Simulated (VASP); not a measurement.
A run of VASP 6.6.1:

Contents of INCAR:

```
SYSTEM = RbBeF3
ALGO = Normal
EDIFF = 1E-6
ENCUT = 520
GGA = PS
ISIF = 2
ISMEAR = 0
LASPH = .TRUE.
LCHARG = .TRUE.
LELF = .TRUE.
LREAL = .FALSE.
LVHAR = .TRUE.
LWAVE = .FALSE.
NBANDS = 24
NELM = 80
PREC = Accurate
SIGMA = 0.01
```

Contents of KPOINTS:

```
k-points
0
G
  6 6 6
  0 0 0
```

File POSCAR:

```
RbBeF3
1.0
    3.7940866901      0.0000000000      0.0000000000
    0.0000000000      3.7940866901      0.0000000000
    0.0000000000      0.0000000000      3.7940866901
Rb Be F
1 1 3
Direct
    0.0000000000      0.0000000000      0.0000000000
    0.5000000000      0.5000000000      0.5000000000
    0.0000000000      0.5000000000      0.5000000000
    0.5000000000      0.0000000000      0.5000000000
    0.5000000000      0.5000000000      0.0000000000
```

Potentials or basis: VASP PAW PBE potentials, release 64 (Rb_sv, Be, F).

Run with:

```sh
$ cat potpaw_PBE.64/Rb_sv/POTCAR potpaw_PBE.64/Be/POTCAR potpaw_PBE.64/F/POTCAR > POTCAR
$ mpirun -np 1 vasp_std > vasp.out
```

Hardware: 1 thread of Intel(R) Xeon(R) 6975P-C (Granite Rapids) (shared host).

How long does it take, and how much memory?

Run time: 9.2 s on 1 thread of Intel(R) Xeon(R) 6975P-C (Granite Rapids), with other jobs on the host, peak memory 0.16 GiB. Counts: scf iterations 13, k points 20.
